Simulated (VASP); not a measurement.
# HfO2 (P-3m1) in VASP: further runs

Runs on HfO2. Level: PBE. Tasks: single point.

All numbers are computed with VASP 6.6.1; they aren't measurements. Logs are shortened: lines on timing, memory, paths and dates and some standing lists are left out, and cuts for length are marked.

**1. The cell of the first run**

Symmetry: P-3m1, No. 164, trigonal system. Conventional cell: a = 3.253 Å, b = 3.253 Å, c = 5.992 Å, α = 90.00°, β = 90.00°, γ = 120.00°. Hf (site symmetry -3m) has 6 O at 2.11 Å within 2.8 Å. Within 2.8 Å of O (site symmetry 3m) lie 3 Hf at 2.11 Å and 3 O at 2.70 Å.

**2. Single point, PBE (volume scaled by 1.070)**

Contents of INCAR:

```
ALGO = Normal
EDIFF = 1E-6
ENCUT = 520
GGA = PE
ISIF = 2
ISMEAR = 0
LASPH = T
LCHARG = F
LREAL = F
LWAVE = F
NBANDS = 18
NELM = 80
PREC = Accurate
SIGMA = 0.05
```

Contents of KPOINTS:

```
k-points
0
Gamma
  12 12 6
```

Contents of POSCAR:

```
HfO2
1.0
    3.2526550130      0.0000000000      0.0000000000
   -1.6263275065      2.8168818710      0.0000000000
    0.0000000000      0.0000000000      5.9921860595
Hf O
1 2
Direct
    0.0000000000      0.0000000000      0.0000000000
    0.3333333333      0.6666666667      0.1618133920
    0.6666666667      0.3333333333      0.8381866080
```

Potentials or basis: VASP PAW PBE potentials, release 64 (Hf_pv, O).

The run is started by

```console
cat potpaw_PBE.64/Hf_pv/POTCAR potpaw_PBE.64/O/POTCAR > POTCAR
mpirun -np 1 vasp_std > vasp.out
```

OUTCAR:

```text
EDIFF = 1E-6
   ENCUT = 520
   GGA = PE
   ISIF = 2
   ISMEAR = 0
   LASPH = T
   LREAL = F
   NELM = 80
   PREC = Accurate

 ion  position               nearest neighbor table
   1  0.000  0.000  0.000-   2 2.11   3 2.11   2 2.11   3 2.11   3 2.11   2 2.11
   2  0.333  0.667  0.162-   1 2.11   1 2.11   1 2.11
   3  0.667  0.333  0.838-   1 2.11   1 2.11   1 2.11

  LATTYP: Found a hexagonal cell.
 ALAT       =     3.2526550130
 C/A-ratio  =     1.8422445773

  Lattice vectors:

 A1 = (   3.2526550130,   0.0000000000,   0.0000000000)
 A2 = (  -1.6263275065,   2.8168818710,   0.0000000000)
 A3 = (   0.0000000000,   0.0000000000,   5.9921860595)

Analysis of symmetry for initial positions (statically):
=====================================================================
 Subroutine PRICEL returns:
 Original cell was already a primitive cell.

 Routine SETGRP: Setting up the symmetry group for a
 hexagonal supercell.

 Subroutine GETGRP returns: Found 12 space group operations
 (whereof 12 operations were pure point group operations)
 out of a pool of 24 trial point group operations.

The static configuration has the point symmetry D_3d.

Analysis of symmetry for dynamics (positions and initial velocities):
=====================================================================
 Subroutine PRICEL returns:
 Original cell was already a primitive cell.

 Routine SETGRP: Setting up the symmetry group for a
 hexagonal supercell.

 Subroutine GETGRP returns: Found 12 space group operations
 (whereof 12 operations were pure point group operations)
 out of a pool of 24 trial point group operations.

The dynamic configuration has the point symmetry D_3d.

 Subroutine INISYM returns: Found 12 space group operations
 (whereof 12 operations are pure point group operations),
 and found     1 'primitive' translations

----------------------------------------------------------------------------------------

                                     Primitive cell

  volume of cell :      54.9025

  direct lattice vectors                    reciprocal lattice vectors
     3.252655013  0.000000000  0.000000000     0.307441151  0.177501231  0.000000000
    -1.626327507  2.816881871  0.000000000     0.000000000  0.355002462  0.000000000
     0.000000000  0.000000000  5.992186059     0.000000000  0.000000000  0.166884004

  length of vectors
     3.252655013  3.252655013  5.992186059     0.355002462  0.355002462  0.166884004

  position of ions in fractional coordinates (direct lattice)
     0.000000000  0.000000000  0.000000000
     0.333333333  0.666666667  0.161813392
     0.666666667  0.333333333  0.838186608

  ion indices of the primitive-cell ions
   primitive index   ion index
                 1           1
                 2           2
                 3           3

----------------------------------------------------------------------------------------

 KPOINTS: k-points

Automatic generation of k-mesh.
 Grid dimensions read from file:
 generate k-points for:   12   12    6

 Generating k-lattice:

  Cartesian coordinates                     Fractional coordinates (reciprocal lattice)
     0.025620096  0.014791769  0.000000000     0.083333333  0.000000000  0.000000000
     0.000000000  0.029583539  0.000000000     0.000000000  0.083333333  0.000000000
     0.000000000  0.000000000  0.027814001     0.000000000  0.000000000  0.166666667

  Length of vectors
     0.029583539  0.029583539  0.027814001

  Shift w.r.t. Gamma in fractional coordinates (k-lattice)
     0.000000000  0.000000000  0.000000000

 Subroutine IBZKPT returns following result:
 ===========================================

 Found    100 irreducible k-points:

 Following reciprocal coordinates:
            Coordinates               Weight
  0.000000  0.000000  0.000000      1.000000
  0.083333 -0.000000  0.000000      6.000000
  0.166667 -0.000000  0.000000      6.000000
  0.250000 -0.000000  0.000000      6.000000
  0.333333 -0.000000  0.000000      6.000000
  0.416667 -0.000000  0.000000      6.000000
[... 16 lines left out ...]
  0.166667 -0.000000  0.166667      6.000000
  0.000000  0.166667  0.166667      6.000000
 [... further k-points ...]
   k-points           NKPTS =    100   k-points in BZ     NKDIM =    100   number of bands    NBANDS=     18
   number of dos      NEDOS =    301   number of ions     NIONS =      3
   total plane-waves  NPLWV =  27648
   dimension x,y,z NGX =    24 NGY =   24 NGZ =   48
   dimension x,y,z NGXF=    48 NGYF=   48 NGZF=   96
   ions per type =               1   2
   NGX,Y,Z   is equivalent  to a cutoff of  12.27, 12.27, 13.32 a.u.
   NGXF,Y,Z  is equivalent  to a cutoff of  24.53, 24.53, 26.63 a.u.
 SYSTEM =  unknown system
   PREC   = accura    normal or accurate (medium, high low for compatibility)
   ISTART =      0    job   : 0-new  1-cont  2-samecut
   ICHARG =      2    charge: 1-file 2-atom 10-const
   ISPIN  =      1    spin polarized calculation?
   LNONCOLLINEAR =      F non collinear calculations
   LSORBIT =      F    spin-orbit coupling
   LASPH  =      T    aspherical Exc in radial PAW
   ENCUT  =  520.0 eV  38.22 Ry    6.18 a.u.   6.05  6.05 11.14*2*pi/ulx,y,z
   NELM   =     80;   NELMIN=  2; NELMDL= -5     # of ELM steps
   EDIFF  = 0.1E-05   stopping-criterion for ELM
   LREAL  =      F    real-space projection
   EDIFFG = 0.1E-04   stopping-criterion for IOM
   NSW    =      0    number of steps for IOM
   IBRION =     -1    ionic relax: 0-MD 1-quasi-New 2-CG
   NFREE  =      0    steps in history (QN), initial steepest desc. (CG)
   ISIF   =      2    stress and relaxation
   ISYM   =      2    0-nonsym 1-usesym 2-fastsym
   POTIM  = 0.5000    time-step for ionic-motion
   TEBEG  =    0.0;   TEEND  =   0.0 temperature during run
   PSTRESS=    0.0 pullay stress
   NELECT =      22.0000    total number of electrons
   NUPDOWN=      -1.0000    fix difference up-down
   EMIN   =  10.00;   EMAX   =-10.00  energy-range for DOS
   EFERMI =   0.00;   METHOD = LEGACY
   ISMEAR =     0;   SIGMA  =   0.05  broadening in eV -4-tet -1-fermi 0-gaus
   EFERMI_NEDOS =   21; number of points for ismear=-14 and -15
   IALGO  =     38    algorithm
   IMIX   =      4    mixing-type and parameters
     AMIX     =   0.40;   BMIX     =  1.00
     AMIX_MAG =   1.60;   BMIX_MAG =  1.00
  volume/ion in A,a.u.               =      18.30       123.50
  Fermi-wavevector in a.u.,A,eV,Ry     =   1.206938  2.280783 19.819609  1.456700
  Thomas-Fermi vector in A             =   2.342591
   LORBIT       =      0    0 simple, 1 ext, 2 COOP (PROOUT), +10 PAW based schemes
   GGA     = PE    functional components
   LHFCALC =     F    Hartree Fock is set to
   AEXX    =    0.0000 exact exchange contribution
   IVDW    =     0    specifies the selected vdW correction
   LEPSILON=     F    determine dielectric tensor
   LRPA    =     F    only Hartree local field effects (RPA)
 non-spin polarized calculation
 Gauss-broadening in eV      SIGMA  =   0.05
  energy-cutoff  :      520.00
  volume of cell :       54.90
 maximum number of plane-waves:      1506
   NGX = 13   NGY = 13   NGZ = 23

 number of electron      22.0000015 magnetization

 Free energy of the ion-electron system (eV)
  ---------------------------------------------------
  ext. energy  EPLUGINS =         0.00000000
  ---------------------------------------------------
  free energy    TOTEN  =       -29.83699755 eV

  energy without entropy =      -29.83699755  energy(sigma->0) =      -29.83699755

 E-fermi :  -0.9876     XC(G=0):  -8.3928

 val. band max:       -1.1947895957   @ k =   0.1667   0.1667   0.0000
 cond. band min:       3.6033474265   @ k =   0.5000  -0.0000   0.0000
 fundamental gap:      4.7981370222
 Fermi energy:        -0.9876199148

 k-point     1 :       0.0000    0.0000    0.0000
  band No.  band energies     occupation
      1     -30.3325      2.00000
      2     -29.8702      2.00000
      3     -29.8702      2.00000
      4     -18.2676      2.00000
      5     -16.4282      2.00000
      6      -4.7531      2.00000
[... 10 lines left out ...]
     17       9.5074      0.00000
     18       9.6280      0.00000

 k-point     2 :       0.0833   -0.0000    0.0000
  band No.  band energies     occupation
      1     -30.3217      2.00000
      2     -29.9260      2.00000
      3     -29.8800      2.00000
      4     -18.1594      2.00000
      5     -16.4953      2.00000
      6      -4.7144      2.00000
[... 10 lines left out ...]
     17       9.4827      0.00000
     18       9.8962      0.00000

 k-point     3 :       0.1667   -0.0000    0.0000
  band No.  band energies     occupation
      1     -30.2926      2.00000
      2     -30.0737      2.00000
      3     -29.9065      2.00000
      4     -17.8727      2.00000
      5     -16.6657      2.00000
      6      -4.6102      2.00000
[... 10 lines left out ...]
     17       9.4362      0.00000
     18      10.2536      0.00000

 k-point     4 :       0.2500   -0.0000    0.0000
  band No.  band energies     occupation
      1     -30.2851      2.00000
      2     -30.2339      2.00000
      3     -29.9425      2.00000
      4     -17.5355      2.00000
      5     -16.8334      2.00000
      6      -4.5630      2.00000
[... 10 lines left out ...]
     17       9.4265      0.00000
     18      10.8102      0.00000

 k-point     5 :       0.3333   -0.0000    0.0000
  band No.  band energies     occupation
      1     -30.4581      2.00000
      2     -30.2040      2.00000
      3     -29.9781      2.00000
      4     -17.4266      2.00000
      5     -16.7586      2.00000
      6      -4.8837      2.00000
[... 10 lines left out ...]
     17       9.4862      0.00000
     18      11.3718      0.00000

 k-point     6 :       0.4167   -0.0000    0.0000
  band No.  band energies     occupation
      1     -30.5879      2.00000
      2     -30.1735      2.00000
      3     -30.0040      2.00000
      4     -17.5157      2.00000
      5     -16.5249      2.00000
      6      -5.2854      2.00000
[... 10 lines left out ...]
     17       9.5803      0.00000
     18      11.3382      0.00000

 k-point     7 :       0.5000   -0.0000    0.0000
  band No.  band energies     occupation
      1     -30.6345      2.00000
      2     -30.1621      2.00000
      3     -30.0135      2.00000
      4     -17.5621      2.00000
      5     -16.4229      2.00000
      6      -5.4447      2.00000
[... 10 lines left out ...]
     17       9.6267      0.00000
     18      10.8899      0.00000

 k-point     8 :       0.0833    0.0833    0.0000
  band No.  band energies     occupation
      1     -30.3016      2.00000
      2     -30.0250      2.00000
      3     -29.9009      2.00000
      4     -17.9606      2.00000
      5     -16.6153      2.00000
      6      -4.6312      2.00000
[... 10 lines left out ...]
     17       9.4162      0.00000
     18      10.1914      0.00000
[... 229 lines left out ...]
     17      11.7450      0.00000
     18      11.7454      0.00000

 k-point    20 :       0.0000    0.0000    0.1667
  band No.  band energies     occupation
      1     -30.3325      2.00000
      2     -29.8702      2.00000
      3     -29.8702      2.00000
      4     -18.2662      2.00000
      5     -16.4301      2.00000
      6      -4.7529      2.00000
[... 10 lines left out ...]
     17       9.5110      0.00000
     18       9.5117      0.00000

 k-point    21 :       0.0833   -0.0000    0.1667
  band No.  band energies     occupation
      1     -30.3217      2.00000
      2     -29.9260      2.00000
      3     -29.8800      2.00000
      4     -18.1581      2.00000
      5     -16.4971      2.00000
      6      -4.7160      2.00000
[... 10 lines left out ...]
     17       9.4888      0.00000
     18       9.6014      0.00000

 k-point    22 :       0.0000    0.0833    0.1667
  band No.  band energies     occupation
      1     -30.3217      2.00000
      2     -29.9260      2.00000
      3     -29.8800      2.00000
      4     -18.1582      2.00000
      5     -16.4970      2.00000
      6      -4.7188      2.00000
[... 10 lines left out ...]
     17       9.4837      0.00000
     18       9.5050      0.00000

 k-point    23 :       0.1667   -0.0000    0.1667
  band No.  band energies     occupation
      1     -30.2927      2.00000
      2     -30.0737      2.00000
      3     -29.9065      2.00000
      4     -17.8713      2.00000
      5     -16.6675      2.00000
      6      -4.6089      2.00000
[... 10 lines left out ...]
     17       9.4442      0.00000
     18      10.0108      0.00000

 k-point    24 :       0.0000    0.1667    0.1667
  band No.  band energies     occupation
      1     -30.2927      2.00000
      2     -30.0737      2.00000
      3     -29.9065      2.00000
      4     -17.8718      2.00000
      5     -16.6668      2.00000
      6      -4.6273      2.00000
[... 10 lines left out ...]
     17       9.4349      0.00000
     18       9.6310      0.00000

 [... further k-points ...]
[... 5 lines left out ...]
  --------------------------------------------------------------------------------------
  -------------------------------------------------------------------------------------
  Total       -0.7851504     -0.7851504     -0.4378171      0.0000000      0.0000000     -0.0000000
  in kB      -22.9124498    -22.9124498    -12.7764840      0.0000000      0.0000000     -0.0000000
  external PRESSURE =     -19.5337945 kB  Pullay stress =       0.0000000 kB

 VOLUME and BASIS-vectors are now :
 -----------------------------------------------------------------------------
  energy-cutoff  :      520.00
  volume of cell :       54.90
      direct lattice vectors                 reciprocal lattice vectors
     3.252655013  0.000000000  0.000000000     0.307441151  0.177501231  0.000000000
    -1.626327507  2.816881871  0.000000000     0.000000000  0.355002462  0.000000000
     0.000000000  0.000000000  5.992186059     0.000000000  0.000000000  0.166884004

 POSITION                                       TOTAL-FORCE (eV/Angst)
 -----------------------------------------------------------------------------------
      0.00000      0.00000      0.00000        -0.000000      0.000000      0.000000
     -0.00000      1.87792      0.96962         0.000000     -0.000000     -0.198180
      1.62633      0.93896      5.02257        -0.000000      0.000000      0.198180
 -----------------------------------------------------------------------------------
    total drift:                                0.000000     -0.000000      0.000000

  FREE ENERGIE OF THE ION-ELECTRON SYSTEM (eV)
  ---------------------------------------------------
  free  energy   TOTEN  =       -29.8369975460 eV

  energy  without entropy=      -29.8369975460  energy(sigma->0) =      -29.83699755
```

Wall time 3.1 min (1 thread of AMD EPYC 7R13, shared host); peak memory 0.21 GiB.

Results:

| Quantity | Value |
| --- | --- |
| Free energy | -29.8370 eV |
| Pressure | -2.0 GPa |
| Largest force | 0.198 eV/Å |
| Band gap on the k mesh | 4.80 eV, indirect (least direct gap 5.03 eV) |

Forces in eV/Å, atoms in the order of the input:
```
Hf   0.000  0.000  0.000
O    0.000  0.000 -0.198
O    0.000  0.000  0.198
```

Caveat: spin-orbit coupling is left out, which moves the levels of the heavy elements. A k mesh can miss the band edges.

**3. Single point, PBE (volume scaled by 1.100)**

Contents of INCAR:

```
ALGO     = Normal         # electronic algorithm
EDIFF    = 1E-6           # SCF threshold, eV
ENCUT    = 520            # plane-wave cutoff, eV
GGA      = PE             # functional
ISIF     = 2              # what is computed and relaxed
ISMEAR   = 0              # smearing method
LASPH    = True           # aspherical terms in the spheres
LCHARG   = False          # write CHGCAR
LREAL    = False          # projectors in reciprocal space
LWAVE    = False          # write WAVECAR
NBANDS   = 18             # bands
NELM     = 80             # most SCF steps
PREC     = Accurate       # precision mode
SIGMA    = 0.05           # smearing width, eV
```

KPOINTS is that of step 2.

Contents of POSCAR:

```
HfO2
1.0
    3.2526974141      0.0000000000      0.0000000000
   -1.6263487071      2.8169185915      0.0000000000
    0.0000000000      0.0000000000      6.1600306724
Hf O
1 2
Direct
    0.0000000000      0.0000000000      0.0000000000
    0.3333333333      0.6666666667      0.1573938170
    0.6666666667      0.3333333333      0.8426061830
```

Potentials or basis: VASP PAW PBE potentials, release 64 (Hf_pv, O).

The run is started by

```console
cat potpaw_PBE.64/Hf_pv/POTCAR potpaw_PBE.64/O/POTCAR > POTCAR
mpirun -np 1 vasp_std > vasp.out
```

Wall time 3.2 min (1 thread of AMD EPYC 7R13, shared host); peak memory 0.21 GiB.

It converged, with:

| Item | Value |
| --- | --- |
| Free energy | -29.8366 eV |
| Pressure | -1.9 GPa |
| Largest force | 0.198 eV/Å |
| Band gap on the k mesh | 4.81 eV, indirect (least direct gap 5.04 eV) |

Forces on the atoms (eV/Å):
```
Hf   0.000  0.000  0.000
O    0.000  0.000 -0.198
O    0.000  0.000  0.198
```

Stress tensor (GPa, compression positive):
```
-2.23  0.00  0.00
 0.00 -2.23  0.00
 0.00  0.00 -1.25
```

Levels at points of the mesh, in eV from the valence-band top:
```tsv
k point	band 7	band 8	band 9	band 10	band 11	band 12	band 13	band 14	band 15	band 16
(0.00, 0.00, 0.00)	-3.55	-3.23	-0.54	-0.27	-0.27	5.10	5.10	5.23	7.46	9.75
(0.50, 0.00, 0.00)	-2.51	-1.80	-1.27	-1.00	-0.45	4.81	5.96	7.07	9.70	10.42
(0.00, 0.00, 0.50)	-3.55	-3.13	-0.74	-0.27	-0.27	5.09	5.09	5.78	7.37	8.41
(0.50, 0.00, 0.50)	-2.51	-1.83	-1.25	-1.00	-0.39	4.83	6.02	7.06	9.55	10.32
```

Caveat: spin-orbit coupling is left out, which moves the levels of the heavy elements. A k mesh can miss the band edges.
